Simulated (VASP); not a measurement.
Here is a VASP 6.6.1 calculation.

The input INCAR:

```
SYSTEM = CO2
ALGO     = Normal         ! electronic algorithm
EDIFF    = 1E-6           ! SCF threshold, eV
ENCUT    = 520            ! plane-wave cutoff, eV
GGA      = CA             ! functional
ISIF     = 2              ! what is computed and relaxed
ISMEAR   = 0              ! smearing method
LASPH    = .True.         ! aspherical terms in the spheres
LCHARG   = .False.        ! write CHGCAR
LREAL    = .False.        ! projectors in reciprocal space
LWAVE    = .False.        ! write WAVECAR
NBANDS   = 25             ! bands
NELM     = 100            ! most SCF steps
PREC     = Accurate       ! precision mode
SIGMA    = 0.01           ! smearing width, eV
```

Contents of KPOINTS:

```
k-points
0
Gamma
  8 8 8
  0 0 0
```

POSCAR

```
CO2
1.0
   -1.7666528254      1.7666528254      2.9466784675
    1.7666528254     -1.7666528254      2.9466784675
    1.7666528254      1.7666528254     -2.9466784675
C O
2 4
Direct
    0.0000000000      0.0000000000      0.0000000000
    0.7500000000      0.2500000000      0.5000000000
    0.3750000000      0.3262983831      0.4512983831
    0.6737016169      0.1250000000      1.0487016169
    0.8750000000      0.9237016169      0.5487016169
    0.0762983831      0.6250000000     -0.0487016169
```

Potentials or basis: VASP PAW LDA potentials, release 64 (C, O).

Run with:

```console
$ cat potpaw_LDA.64/C/POTCAR potpaw_LDA.64/O/POTCAR > POTCAR
$ mpirun -np 1 vasp_std > vasp.out
```

Question: What does it give for the pressure?

Answer: 42.2 GPa.

Question: Estimate the band gap on the k mesh.

Answer: 7.27 eV, indirect (least direct gap 7.53 eV).

Forces in eV/Å, atoms in the order of the input:
```
C    0.000  0.000  0.000
C    0.000  0.000  0.000
O    0.185  0.000  0.000
O    0.000 -0.185  0.000
O   -0.185  0.000  0.000
O    0.000  0.185  0.000
```

A k mesh can miss the band edges. As with any semilocal functional, this LDA gap is likely too small.
